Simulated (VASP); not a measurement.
# Mo3P5 (Pm-3m) in VASP: a series of runs, part 2 of 2

VASP 6.6.1. The steps go on from the part before.

### Step 4. Single point, PBE

This run uses another cell than the first one, of 15.16 Å³/atom.

INCAR reads:

```
  PREC = Accurate
  ENCUT = 520
  EDIFF = 1E-7
  ISMEAR = 0
  SIGMA = 0.1
  LREAL = False
  LASPH = True
  NELM = 60
  ALGO = Normal
  ISIF = 2
  LWAVE = False
  LCHARG = True
  GGA = PE
  LELF = True
  LVHAR = True
  NBANDS = 44
```

KPOINTS reads:

```
regular mesh
0
Gamma
  8 8 8
```

POSCAR reads:

```
Mo3P5
1.0
    4.9497716858      0.0000000000      0.0000000000
    0.0000000000      4.9497716858      0.0000000000
    0.0000000000      0.0000000000      4.9497716858
Mo P
3 5
Direct
    0.5000000000      0.0000000000      0.0000000000
    0.0000000000      0.5000000000      0.0000000000
    0.0000000000      0.0000000000      0.5000000000
    0.0000000000      0.5000000000      0.5000000000
    0.5000000000      0.0000000000      0.5000000000
    0.5000000000      0.5000000000      0.0000000000
    0.5000000000      0.5000000000      0.5000000000
    0.0000000000      0.0000000000      0.0000000000
```

Potentials or basis: VASP PAW PBE potentials, release 64 (Mo_sv, P).

Started as:

```bash
cat potpaw_PBE.64/Mo_sv/POTCAR potpaw_PBE.64/P/POTCAR > POTCAR
mpirun -np 1 vasp_std > vasp.out
```

OUTCAR:

```text
PREC = Accurate
   ENCUT = 520
   EDIFF = 1E-7
   ISMEAR = 0
   LREAL = False
   LASPH = True
   NELM = 60
   ISIF = 2
   GGA = PE

 ion  position               nearest neighbor table
   1  0.500  0.000  0.000-   5 2.47   6 2.47   8 2.47   5 2.47   6 2.47   8 2.47
   2  0.000  0.500  0.000-   4 2.47   6 2.47   8 2.47   4 2.47   8 2.47   6 2.47
   3  0.000  0.000  0.500-   4 2.47   5 2.47   8 2.47   8 2.47   4 2.47   5 2.47
   4  0.000  0.500  0.500-   2 2.47   3 2.47   7 2.47   2 2.47   3 2.47   7 2.47
   5  0.500  0.000  0.500-   1 2.47   3 2.47   7 2.47   1 2.47   7 2.47   3 2.47
   6  0.500  0.500  0.000-   1 2.47   2 2.47   7 2.47   7 2.47   1 2.47   2 2.47
   7  0.500  0.500  0.500-   4 2.47   5 2.47   6 2.47   6 2.47   5 2.47   4 2.47
   8  0.000  0.000  0.000-   1 2.47   2 2.47   3 2.47   3 2.47   2 2.47   1 2.47

  LATTYP: Found a simple cubic cell.
 ALAT       =     4.9497716858

  Lattice vectors:

 A1 = (   4.9497716858,   0.0000000000,   0.0000000000)
 A2 = (   0.0000000000,   4.9497716858,   0.0000000000)
 A3 = (   0.0000000000,   0.0000000000,   4.9497716858)

Analysis of symmetry for initial positions (statically):
=====================================================================
 Subroutine PRICEL returns:
 Original cell was already a primitive cell.

 Routine SETGRP: Setting up the symmetry group for a
 simple cubic supercell.

 Subroutine GETGRP returns: Found 48 space group operations
 (whereof 48 operations were pure point group operations)
 out of a pool of 48 trial point group operations.

The static configuration has the point symmetry O_h .

Analysis of symmetry for dynamics (positions and initial velocities):
=====================================================================
 Subroutine PRICEL returns:
 Original cell was already a primitive cell.

 Routine SETGRP: Setting up the symmetry group for a
 simple cubic supercell.

 Subroutine GETGRP returns: Found 48 space group operations
 (whereof 48 operations were pure point group operations)
 out of a pool of 48 trial point group operations.

The dynamic configuration has the point symmetry O_h .

 Subroutine INISYM returns: Found 48 space group operations
 (whereof 48 operations are pure point group operations),
 and found     1 'primitive' translations

----------------------------------------------------------------------------------------

                                     Primitive cell

  volume of cell :     121.2706

  direct lattice vectors                    reciprocal lattice vectors
     4.949771686  0.000000000  0.000000000     0.202029520  0.000000000  0.000000000
     0.000000000  4.949771686  0.000000000     0.000000000  0.202029520  0.000000000
     0.000000000  0.000000000  4.949771686     0.000000000  0.000000000  0.202029520

  length of vectors
     4.949771686  4.949771686  4.949771686     0.202029520  0.202029520  0.202029520

  position of ions in fractional coordinates (direct lattice)
     0.500000000  0.000000000  0.000000000
     0.000000000  0.500000000  0.000000000
     0.000000000  0.000000000  0.500000000
     0.000000000  0.500000000  0.500000000
     0.500000000  0.000000000  0.500000000
     0.500000000  0.500000000  0.000000000
     0.500000000  0.500000000  0.500000000
     0.000000000  0.000000000  0.000000000
[... 62 lines left out ...]
  0.375000  0.375000  0.125000     24.000000
  0.500000  0.375000  0.125000     24.000000
 [... further k-points ...]
   k-points           NKPTS =     35   k-points in BZ     NKDIM =     35   number of bands    NBANDS=     44
   number of dos      NEDOS =    301   number of ions     NIONS =      8
   total plane-waves  NPLWV =  64000
   dimension x,y,z NGX =    40 NGY =   40 NGZ =   40
   dimension x,y,z NGXF=    80 NGYF=   80 NGZF=   80
   ions per type =               3   5
   NGX,Y,Z   is equivalent  to a cutoff of  13.43, 13.43, 13.43 a.u.
   NGXF,Y,Z  is equivalent  to a cutoff of  26.87, 26.87, 26.87 a.u.
 SYSTEM =  unknown system
   PREC   = accura    normal or accurate (medium, high low for compatibility)
   ISTART =      0    job   : 0-new  1-cont  2-samecut
   ICHARG =      2    charge: 1-file 2-atom 10-const
   ISPIN  =      1    spin polarized calculation?
   LNONCOLLINEAR =      F non collinear calculations
   LSORBIT =      F    spin-orbit coupling
   LASPH  =      T    aspherical Exc in radial PAW
   ENCUT  =  520.0 eV  38.22 Ry    6.18 a.u.   9.20  9.20  9.20*2*pi/ulx,y,z
   NELM   =     60;   NELMIN=  2; NELMDL= -5     # of ELM steps
   EDIFF  = 0.1E-06   stopping-criterion for ELM
   LREAL  =      F    real-space projection
   EDIFFG = 0.1E-05   stopping-criterion for IOM
   NSW    =      0    number of steps for IOM
   IBRION =     -1    ionic relax: 0-MD 1-quasi-New 2-CG
   NFREE  =      0    steps in history (QN), initial steepest desc. (CG)
   ISIF   =      2    stress and relaxation
   ISYM   =      2    0-nonsym 1-usesym 2-fastsym
   POTIM  = 0.5000    time-step for ionic-motion
   TEBEG  =    0.0;   TEEND  =   0.0 temperature during run
   PSTRESS=    0.0 pullay stress
   NELECT =      67.0000    total number of electrons
   NUPDOWN=      -1.0000    fix difference up-down
   EMIN   =  10.00;   EMAX   =-10.00  energy-range for DOS
   EFERMI =   0.00;   METHOD = LEGACY
   ISMEAR =     0;   SIGMA  =   0.10  broadening in eV -4-tet -1-fermi 0-gaus
   EFERMI_NEDOS =   21; number of points for ismear=-14 and -15
   IALGO  =     38    algorithm
   IMIX   =      4    mixing-type and parameters
     AMIX     =   0.40;   BMIX     =  1.00
     AMIX_MAG =   1.60;   BMIX_MAG =  1.00
  volume/ion in A,a.u.               =      15.16       102.30
  Fermi-wavevector in a.u.,A,eV,Ry     =   1.343326  2.538517 24.552032  1.804523
  Thomas-Fermi vector in A             =   2.471408
   LORBIT       =      0    0 simple, 1 ext, 2 COOP (PROOUT), +10 PAW based schemes
   GGA     = PE    functional components
   LHFCALC =     F    Hartree Fock is set to
   AEXX    =    0.0000 exact exchange contribution
   IVDW    =     0    specifies the selected vdW correction
   LEPSILON=     F    determine dielectric tensor
   LRPA    =     F    only Hartree local field effects (RPA)
 non-spin polarized calculation
 Gauss-broadening in eV      SIGMA  =   0.10
  energy-cutoff  :      520.00
  volume of cell :      121.27
 maximum number of plane-waves:      3294
 NGX is ok and might be reduce to    40
   NGX = 19   NGY = 19   NGZ = 19

 number of electron      67.0000001 magnetization

 Free energy of the ion-electron system (eV)
  ---------------------------------------------------
  ext. energy  EPLUGINS =         0.00000000
  ---------------------------------------------------
  free energy    TOTEN  =       -59.02445462 eV

  energy without entropy =      -58.98983762  energy(sigma->0) =      -59.00714612

 E-fermi :  10.7443     XC(G=0): -12.0160

 val. band max:       10.7307145537   @ k =   0.5000   0.2500   0.0000
 cond. band min:      10.7569560333   @ k =   0.5000   0.2500   0.1250
 fundamental gap:      0.0262414797
 Fermi energy:        10.7442840716

 k-point     1 :       0.0000    0.0000    0.0000
  band No.  band energies     occupation
      1     -50.6548      2.00000
      2     -50.6384      2.00000
      3     -50.6384      2.00000
      4     -24.9739      2.00000
      5     -24.9739      2.00000
      6     -24.9739      2.00000
[... 1117 lines left out ...]
     43      13.8519      0.00000
     44      15.5690      0.00000

 [... further k-points ...]

------------------------ aborting loop because EDIFF is reached ----------------------------------------

  FORCE on cell =-STRESS in cart. coord.  units (eV):
  Direction    XX          YY          ZZ          XY          YZ          ZX
  --------------------------------------------------------------------------------------
  -------------------------------------------------------------------------------------
  Total       -0.0229364     -0.0229364     -0.0229364      0.0000000      0.0000000     -0.0000000
  in kB       -0.3030257     -0.3030257     -0.3030257      0.0000000      0.0000000     -0.0000000
  external PRESSURE =      -0.3030257 kB  Pullay stress =       0.0000000 kB

 VOLUME and BASIS-vectors are now :
 -----------------------------------------------------------------------------
  energy-cutoff  :      520.00
  volume of cell :      121.27
      direct lattice vectors                 reciprocal lattice vectors
     4.949771686  0.000000000  0.000000000     0.202029520  0.000000000  0.000000000
     0.000000000  4.949771686  0.000000000     0.000000000  0.202029520  0.000000000
     0.000000000  0.000000000  4.949771686     0.000000000  0.000000000  0.202029520

 POSITION                                       TOTAL-FORCE (eV/Angst)
 -----------------------------------------------------------------------------------
      2.47489      0.00000      0.00000         0.000000      0.000000      0.000000
      0.00000      2.47489      0.00000         0.000000      0.000000      0.000000
      0.00000      0.00000      2.47489         0.000000      0.000000      0.000000
      0.00000      2.47489      2.47489         0.000000      0.000000      0.000000
      2.47489      0.00000      2.47489         0.000000      0.000000      0.000000
      2.47489      2.47489      0.00000         0.000000      0.000000      0.000000
      2.47489      2.47489      2.47489         0.000000      0.000000      0.000000
      0.00000      0.00000      0.00000         0.000000      0.000000      0.000000
 -----------------------------------------------------------------------------------
    total drift:                               -0.000000      0.000000     -0.000000

  FREE ENERGIE OF THE ION-ELECTRON SYSTEM (eV)
  ---------------------------------------------------
  free  energy   TOTEN  =       -59.0244546183 eV

  energy  without entropy=      -58.9898376209  energy(sigma->0) =      -59.00714612
```

It took 2.9 min on 1 thread of Intel Xeon Platinum 8175M at 2.50GHz (Skylake/Cascade Lake), shared host; peak memory 0.31 GiB.

What came out:

```
Free energy            : -59.0245 eV
Pressure               : 0.0 GPa
Band gap on the k mesh : zero (an odd number of electrons rules out a gap without spin polarisation)
```

Caveat: an odd number of electrons without spin polarisation forces a metal; a magnetic or distorted state may lie lower.

### Step 5. Relaxation of cell and atoms, PBE

INCAR reads:

```
  PREC = Accurate
  ENCUT = 600
  EDIFF = 1E-6
  ISMEAR = 0
  SIGMA = 0.1
  LREAL = F
  LASPH = T
  NELM = 80
  ALGO = Normal
  ISIF = 3
  LWAVE = F
  LCHARG = F
  GGA = PE
  IBRION = 2
  NSW = 90
  EDIFFG = -0.04
```

KPOINTS reads:

```
regular mesh
0
Gamma
  4 4 4
```

Edit POSCAR of step 4 so:

```diff
@@ -2,5 +2,5 @@
 1.0
-    4.9497716858      0.0000000000      0.0000000000
-    0.0000000000      4.9497716858      0.0000000000
-    0.0000000000      0.0000000000      4.9497716858
+    4.8079074500      0.0000000000      0.0000000000
+    0.0000000000      4.8079074500      0.0000000000
+    0.0000000000      0.0000000000      4.8079074500
 Mo P
```

Potentials or basis: VASP PAW PBE potentials, release 64 (Mo_sv, P).

Started as:

```bash
cat potpaw_PBE.64/Mo_sv/POTCAR potpaw_PBE.64/P/POTCAR > POTCAR
mpirun -np 1 vasp_std > vasp.out
```

OUTCAR:

```text
PREC = Accurate
   ENCUT = 600
   EDIFF = 1E-6
   ISMEAR = 0
   LREAL = F
   LASPH = T
   NELM = 80
   ISIF = 3
   GGA = PE
   IBRION = 2
   NSW = 90
   EDIFFG = -0.04

 ion  position               nearest neighbor table
   1  0.500  0.000  0.000-   5 2.40   6 2.40   8 2.40   5 2.40   6 2.40   8 2.40   3 3.40   2 3.40
                             2 3.40   2 3.40   3 3.40   3 3.40   3 3.40   2 3.40
   2  0.000  0.500  0.000-   4 2.40   6 2.40   8 2.40   4 2.40   8 2.40   6 2.40   3 3.40   1 3.40
                             3 3.40   1 3.40   3 3.40   1 3.40   3 3.40   1 3.40
   3  0.000  0.000  0.500-   4 2.40   5 2.40   8 2.40   8 2.40   4 2.40   5 2.40   2 3.40   2 3.40
                             2 3.40   1 3.40   2 3.40   1 3.40   1 3.40   1 3.40
   4  0.000  0.500  0.500-   2 2.40   3 2.40   7 2.40   2 2.40   3 2.40   7 2.40
   5  0.500  0.000  0.500-   1 2.40   3 2.40   7 2.40   1 2.40   7 2.40   3 2.40
   6  0.500  0.500  0.000-   1 2.40   2 2.40   7 2.40   7 2.40   1 2.40   2 2.40
   7  0.500  0.500  0.500-   4 2.40   5 2.40   6 2.40   6 2.40   5 2.40   4 2.40
   8  0.000  0.000  0.000-   1 2.40   2 2.40   3 2.40   3 2.40   2 2.40   1 2.40

  LATTYP: Found a simple cubic cell.
 ALAT       =     4.8079074500

  Lattice vectors:

 A1 = (   4.8079074500,   0.0000000000,   0.0000000000)
 A2 = (   0.0000000000,   4.8079074500,   0.0000000000)
 A3 = (   0.0000000000,   0.0000000000,   4.8079074500)

Analysis of symmetry for initial positions (statically):
=====================================================================
 Subroutine PRICEL returns:
 Original cell was already a primitive cell.

 Routine SETGRP: Setting up the symmetry group for a
 simple cubic supercell.

 Subroutine GETGRP returns: Found 48 space group operations
 (whereof 48 operations were pure point group operations)
 out of a pool of 48 trial point group operations.

The static configuration has the point symmetry O_h .

Analysis of symmetry for dynamics (positions and initial velocities):
=====================================================================
 Subroutine PRICEL returns:
 Original cell was already a primitive cell.

 Routine SETGRP: Setting up the symmetry group for a
 simple cubic supercell.

 Subroutine GETGRP returns: Found 48 space group operations
 (whereof 48 operations were pure point group operations)
 out of a pool of 48 trial point group operations.
[... 128 lines left out ...]
   LRPA    =     F    only Hartree local field effects (RPA)
 conjugate gradient relaxation of ions
 non-spin polarized calculation
 Gauss-broadening in eV      SIGMA  =   0.10
  energy-cutoff  :      600.00
  volume of cell :      111.14
 maximum number of plane-waves:      3743
 NGX is ok and might be reduce to    40
   NGX = 19   NGY = 19   NGZ = 19

--------------------------------------- Ionic step        1  -------------------------------------------

 number of electron      67.0000006 magnetization

 Free energy of the ion-electron system (eV)
  ---------------------------------------------------
  ext. energy  EPLUGINS =         0.00000000
  ---------------------------------------------------
  free energy    TOTEN  =       -58.41133179 eV

  energy without entropy =      -58.38300313  energy(sigma->0) =      -58.39716746

------------------------ aborting loop because EDIFF is reached ----------------------------------------

  FORCE on cell =-STRESS in cart. coord.  units (eV):
  Direction    XX          YY          ZZ          XY          YZ          ZX
  --------------------------------------------------------------------------------------
  -------------------------------------------------------------------------------------
  Total       11.9622121     11.9622121     11.9622121     -0.0000000      0.0000000     -0.0000000
  in kB      172.4462611    172.4462611    172.4462611     -0.0000000      0.0000000     -0.0000000
  external PRESSURE =     172.4462611 kB  Pullay stress =       0.0000000 kB
[... 29 lines left out ...]
--------------------------------------- Ionic step        2  -------------------------------------------

 number of electron      66.9999991 magnetization

 E-fermi :   8.9356     XC(G=0): -11.4244

 val. band max:        8.9254496183   @ k =   0.5000   0.2500   0.0000
 cond. band min:       8.9963091807   @ k =   0.5000   0.2500   0.0000
 fundamental gap:      0.0708595624
 Fermi energy:         8.9355558366

 k-point     1 :       0.0000    0.0000    0.0000
  band No.  band energies     occupation
      1     -52.4541      2.00000
      2     -52.4456      2.00000
      3     -52.4456      2.00000
      4     -26.7237      2.00000
      5     -26.7237      2.00000
      6     -26.7237      2.00000
[... 460 lines left out ...]
--------------------------------------- Ionic step        3  -------------------------------------------

 number of electron      67.0000001 magnetization

 Free energy of the ion-electron system (eV)
  ---------------------------------------------------
  ext. energy  EPLUGINS =         0.00000000
  ---------------------------------------------------
  free energy    TOTEN  =       -58.90490985 eV

  energy without entropy =      -58.87003445  energy(sigma->0) =      -58.88747215

 E-fermi :  10.6175     XC(G=0): -12.0134

 val. band max:       10.6133039916   @ k =   0.5000   0.2500   0.0000
 cond. band min:      10.7142218436   @ k =   0.5000   0.2500   0.0000
 fundamental gap:      0.1009178520
 Fermi energy:        10.6175291201

 k-point     1 :       0.0000    0.0000    0.0000
  band No.  band energies     occupation
      1     -50.6770      2.00000
      2     -50.6607      2.00000
      3     -50.6607      2.00000
      4     -25.0216      2.00000
      5     -25.0216      2.00000
      6     -25.0216      2.00000
[... 454 lines left out ...]
  FREE ENERGIE OF THE ION-ELECTRON SYSTEM (eV)
  ---------------------------------------------------
  free  energy   TOTEN  =       -58.9049098550 eV

  energy  without entropy=      -58.8700344523  energy(sigma->0) =      -58.88747215

 reached required accuracy - stopping structural energy minimisation
```

OSZICAR:

```text
N       E                     dE             d eps       ncg     rms          rms(c)
DAV:   1     0.676468845665E+03    0.67647E+03   -0.41182E+04   816   0.181E+03
[... 40 lines left out ...]
DAV:   5    -0.588993385146E+02    0.49546E-01   -0.29018E-01   928   0.277E+00    0.209E+00
DAV:   6    -0.589060305279E+02   -0.66920E-02   -0.25566E-02   928   0.707E-01    0.403E-01
DAV:   7    -0.589049946552E+02    0.10359E-02   -0.84170E-03   920   0.505E-01    0.113E-01
DAV:   8    -0.589049074581E+02    0.87197E-04   -0.67602E-04   912   0.118E-01    0.780E-02
DAV:   9    -0.589049129147E+02   -0.54566E-05   -0.37422E-05  1000   0.272E-02    0.140E-02
DAV:  10    -0.589049093770E+02    0.35377E-05   -0.78676E-06   904   0.157E-02    0.684E-03
DAV:  11    -0.589049098550E+02   -0.47804E-06   -0.46754E-07   520   0.333E-03
   3 F= -.58904910E+02 E0= -.58887472E+02  d E =-.493578E+00
```

Wall time 2.5 min (1 thread of Intel Xeon Platinum 8175M at 2.50GHz (Skylake/Cascade Lake), shared host); peak memory 0.26 GiB.

What came out:

```
Free energy                           : -58.9049 eV
Relaxed volume                        : 15.17 Å³/atom
Relaxed cell                          : a = 4.951 Å, b = 4.951 Å, c = 4.951 Å, α = 90.00°, β = 90.00°, γ = 90.00°
Space group after relaxing (to 0.1 Å) : Pm-3m (No. 221)
Energy gained by relaxing             : 61.7 meV/atom
Ionic steps                           : 3
Pressure after relaxing               : -0.4 GPa
Band gap on the k mesh                : zero (an odd number of electrons rules out a gap without spin polarisation)
```

Step by step:
```csv
step,energy change (eV),largest force (eV/Å),pressure (GPa),volume (Å³)
1,0.0000,0.0000,17.24,111.14
2,0.3821,0.0000,-15.71,136.97
3,-0.4936,0.0000,-0.41,121.35
```

Final structure:
```xyz
8
Lattice="4.9508 0.0000 0.0000 0.0000 4.9508 0.0000 0.0000 0.0000 4.9508" Properties=species:S:1:pos:R:3 pbc="T T T"
Mo    2.4754    0.0000    0.0000
Mo    0.0000    2.4754    0.0000
Mo    0.0000    0.0000    2.4754
P     0.0000    2.4754    2.4754
P     2.4754    0.0000    2.4754
P     2.4754    2.4754    0.0000
P     2.4754    2.4754    2.4754
P     0.0000    0.0000    0.0000
```

Levels at points of the mesh, in eV from the Fermi level:
| k point | band 30 | band 31 | band 32 | band 33 | band 34 | band 35 | band 36 | band 37 | band 38 | band 39 |
| --- | --- | --- | --- | --- | --- | --- | --- | --- | --- | --- |
| (0.00, 0.00, 0.00) | -1.48 | -1.48 | -1.25 | -1.25 | -1.25 | -0.55 | -0.11 | -0.11 | -0.11 | 0.91 |
| (0.50, 0.00, 0.00) | -1.78 | -1.32 | -0.27 | -0.22 | -0.20 | -0.20 | 0.40 | 0.77 | 0.77 | 0.92 |
| (0.50, 0.50, 0.00) | -0.66 | -0.66 | -0.66 | -0.39 | 0.41 | 0.66 | 0.66 | 0.76 | 0.76 | 0.84 |
| (0.50, 0.50, 0.50) | -0.34 | -0.34 | -0.34 | 0.26 | 0.26 | 0.26 | 0.99 | 0.99 | 0.99 | 1.63 |

Caveat: an odd number of electrons without spin polarisation forces a metal; a magnetic or distorted state may lie lower.

### Step 6. Overview

```tsv
task	cell	k mesh	cutoff (eV)	gap on the mesh (eV)	pressure (GPa)
single point	a = 4.808 Å, 8 atoms	4 × 4 × 4	520	none	17.3
single point	a = 4.946 Å, 8 atoms	4 × 4 × 4	520	none	0.1
single point	a = 4.950 Å, 8 atoms	8 × 8 × 8	520	none	0.0
relaxation of cell and atoms	relaxed from a = 4.808 Å, 8 atoms	4 × 4 × 4	600	none	-0.4
```

Alike in all rows: level PBE; potentials or basis VASP PAW PBE potentials, release 64 (Mo_sv, P); no spin polarisation; smearing gaussian 0.1 eV.

Caveats: an odd number of electrons without spin polarisation forces a metal; a magnetic or distorted state may lie lower; the cell stands under pressure (at least some runs).

Absolute energies hang on the potentials; compare differences alone.

The gap in the log of VASP goes by the Fermi energy; the results here count the filled bands.